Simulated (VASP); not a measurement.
AlBSb2, 8 atoms in the cell. Symmetry: I-42d, No. 122, tetragonal system. Conventional cell: a = 5.724 Å, b = 5.724 Å, c = 11.045 Å, α = 90.00°, β = 90.00°, γ = 90.00°. B (site symmetry -4) has 4 Sb at 2.29 Å within 3.0 Å. Within 3.0 Å of Sb (site symmetry 2) lie 2 B at 2.29 Å and 2 Al at 2.63 Å. Within 3.5 Å of Al (site symmetry -4) lie 4 Sb at 2.63 Å.  This cell differs from its parent crystal: volume changed by -3%.

```yaml
Program: VASP 6.6.1
Task: single point
Functional: r2SCAN
Potentials_or_basis: VASP PAW PBE potentials, release 64 (B, Sb, Al)
Cutoff: 520 eV
k_mesh: 6 × 6 × 6
Occupations: gaussian, width 0.01 eV
Spin: no spin polarisation
Dipole_correction: no
Further_INCAR_settings: ALGO = Normal; EDIFF = 1e-07; NBANDS = 26
```

Potentials or basis: VASP PAW PBE potentials, release 64 (B, Sb, Al).

Launch:

```console
$ cat potpaw_PBE.64/B/POTCAR potpaw_PBE.64/Sb/POTCAR potpaw_PBE.64/Al/POTCAR > POTCAR
$ cp INCAR.step1 INCAR
$ mpirun -np 1 vasp_std > vasp.out
$ cp INCAR.step2 INCAR
$ mpirun -np 1 vasp_std > vasp.out
```

Hardware: 1 thread of Intel(R) Xeon(R) Platinum 8488C (Sapphire Rapids) (shared host).

How long does it take, and how much memory?

Wall time 14 min on 1 thread of Intel(R) Xeon(R) Platinum 8488C (Sapphire Rapids) (shared host), peak memory 0.5 GiB. Counts: k points 30.
